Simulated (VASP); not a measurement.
ZnSe (rocksalt type): single point with PBEsol

Crystal: ZnSe (rocksalt type).

```
Zn Se
1.0
     0.00000    2.58147    2.58147
     2.58147    0.00000    2.58147
     2.58147    2.58147    0.00000
Zn Se
1 1
Direct
  0.00000 0.00000 0.00000
  0.50000 0.50000 0.50000
```

This cell differs from its parent crystal: volume scaled by 0.94.

```
Program                : VASP 6.6.1
Task                   : single point
Functional             : PBEsol
Potentials or basis    : VASP PAW PBE potentials, release 64 (Zn, Se)
Cutoff                 : 520 eV
k mesh                 : 15 × 15 × 15
Occupations            : fermi-dirac, width 0.05 eV
Spin                   : no spin polarisation
Dipole correction      : no
Further INCAR settings : ALGO = Normal; EDIFF = 1e-06; NBANDS = 16
```

The pressure is 6.3 GPa and the band gap on the k mesh is zero (band 9 reaches 4.21 eV, above the bottom of band 10 at 3.08 eV).

Levels at points of the mesh, in eV from the Fermi level:
```csv
k point,band 5,band 6,band 7,band 8,band 9,band 10,band 11,band 12,band 13,band 14
"(0.00, 0.00, 0.00)",-6.83,-6.83,-0.56,-0.56,-0.56,1.39,8.56,8.56,8.56,10.33
```

Run time: 45 s on 1 thread of Intel Xeon 6975P-C (shared host), peak memory 0.21 GiB.

Caveat: the PAW data sets were made with another functional, which shifts forces and pressure a little.
